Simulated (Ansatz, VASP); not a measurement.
## One calculation of SiO2, two programs

File INCAR:

```
  PREC = Accurate
  ENCUT = 520
  EDIFF = 1E-8
  ISMEAR = -1
  SIGMA = 0.02
  LREAL = F
  LASPH = T
  NELM = 80
  ALGO = Normal
  ISIF = 2
  LWAVE = F
  LCHARG = F
  GGA = PE
  LEFG = T
  NBANDS = 44
```

File KPOINTS:

```
Automatic mesh
0
Gamma
  4 4 3
```

The input POSCAR:

```
SiO2
1.0
    4.9329000000      0.0000000000      0.0000000000
    0.0000000000      4.9329000000      0.0000000000
    0.0000000000      0.0000000000      6.4645000000
Si O
4 8
Direct
    0.6822900000      0.6822900000      0.5000000000
    0.8177100000      0.1822900000      0.7500000000
    0.3177100000      0.3177100000      0.0000000000
    0.1822900000      0.8177100000      0.2500000000
    0.3645700000      0.7316500000      0.4480700000
    0.7683500000      0.8645700000      0.6980700000
    0.6354300000      0.2683500000      0.9480700000
    0.2316500000      0.1354300000      0.1980700000
    0.8645700000      0.7683500000      0.3019300000
    0.2683500000      0.6354300000      0.0519300000
    0.1354300000      0.2316500000      0.8019300000
    0.7316500000      0.3645700000      0.5519300000
```

Input for Ansatz:

```yaml
crystal:
  lattice:
    - [4.9329, 0.0, 0.0]
    - [0.0, 4.9329, 0.0]
    - [0.0, 0.0, 6.4645]
  atoms:
    - { symbol: Si, position: [0.68229, 0.68229, 0.5] }
    - { symbol: Si, position: [0.81771, 0.18229, 0.75] }
    - { symbol: Si, position: [0.31771, 0.31771, 0.0] }
    - { symbol: Si, position: [0.18229, 0.81771, 0.25] }
    - { symbol: O, position: [0.36457, 0.73165, 0.44807] }
    - { symbol: O, position: [0.76835, 0.86457, 0.69807] }
    - { symbol: O, position: [0.63543, 0.26835, 0.94807] }
    - { symbol: O, position: [0.23165, 0.13543, 0.19807] }
    - { symbol: O, position: [0.86457, 0.76835, 0.30193] }
    - { symbol: O, position: [0.26835, 0.63543, 0.05193] }
    - { symbol: O, position: [0.13543, 0.23165, 0.80193] }
    - { symbol: O, position: [0.73165, 0.36457, 0.55193] }
kpoints:
  mp_grid: { grid: [4, 4, 3] }
scf:
  occupations: { method: fermi_dirac, width: 0.02 }
hamiltonian:
  xc: pbe
  pseudopotentials: { kind: paw, frozen_core: stored }
output:
  forces: true
  stress: true
  populations: true
  efg: { quadrupole_moments_barn: { O: -0.02558 } }
```

Alike in both runs: task electric field gradients; functional PBE; k mesh 4 × 4 × 3; occupations fermi-dirac, width 0.02 eV; no spin polarisation.

|  | VASP | Ansatz |
| --- | --- | --- |
| version | VASP 6.6.1 | Ansatz 0.2.0 |
| potentials or method | VASP PAW PBE potentials, release 64 (Si, O) | plane-wave PAW, scalar-relativistic |
| plane-wave cutoff (eV) | 520 | 420 |
| valence electrons in the cell | 64 | 64 |

```tsv
	VASP	Ansatz	Ansatz less VASP
gap on the k mesh at the Fermi level (eV)	5.71	5.70	-0.002
pressure (GPa)	4.2	4.0	-0.17
traceless stress, the component that is largest in VASP (GPa)	2.21	2.26	+0.048
rms of the force components (eV/Å)	0.095	0.096	+0.0004
size of Vzz on the site where it differs most (V/Å²)	87.0	93.6	+6.66
```

Atom by atom the forces differ by 0.010 eV/Å (rms over components).
